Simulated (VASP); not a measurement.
Input of a VASP 6.6.1 run:

File INCAR:

```
  PREC = Accurate
  ENCUT = 520
  EDIFF = 1E-7
  ISMEAR = 0
  SIGMA = 0.05
  LREAL = F
  LASPH = T
  NELM = 60
  ALGO = Normal
  ISIF = 2
  LWAVE = F
  LCHARG = F
  GGA = PE
  NBANDS = 55
```

File KPOINTS:

```
regular mesh
0
Gamma
  6 6 6
```

POSCAR

```
Ga2O3
1.0
    2.5287245560      1.4599598031      4.5410352138
   -2.5287245560      1.4599598031      4.5410352138
    0.0000000000     -2.9199196063      4.5410352138
Ga O
4 6
Direct
    0.3466931662      0.3466931662      0.3466931662
    0.1349556584      0.1349556584      0.1349556584
    0.6533068338      0.6533068338      0.6533068338
    0.8650443416      0.8650443416      0.8650443416
    0.5507766229      0.9444299565      0.2549453347
    0.2549453347      0.5507766229      0.9444299565
    0.9444299565      0.2549453347      0.5507766229
    0.4492233771      0.0555700435      0.7450546653
    0.7450546653      0.4492233771      0.0555700435
    0.0555700435      0.7450546653      0.4492233771
```

Potentials or basis: VASP PAW PBE potentials, release 64 (Ga_d, O).

Command:

```bash
$ cat potpaw_PBE.64/Ga_d/POTCAR potpaw_PBE.64/O/POTCAR > POTCAR
$ mpirun -np 1 vasp_std > vasp.out
```

Question: Estimate the band gap on the k mesh.

Answer: 2.38 eV, indirect (least direct gap 2.60 eV).

Question: Predict the largest force.

Answer: 0.786 eV/Å.

Question: Predict the pressure.

Answer: 2.0 GPa.

Stress tensor (GPa, compression positive):
```
1.92 0.00 0.00
0.00 1.92 0.00
0.00 0.00 2.03
```

Caveat: the cell differs from its parent crystal (mode 4 (142.6 1/cm) frozen in, largest displacement +0.125 Å). A k mesh can miss the band edges.
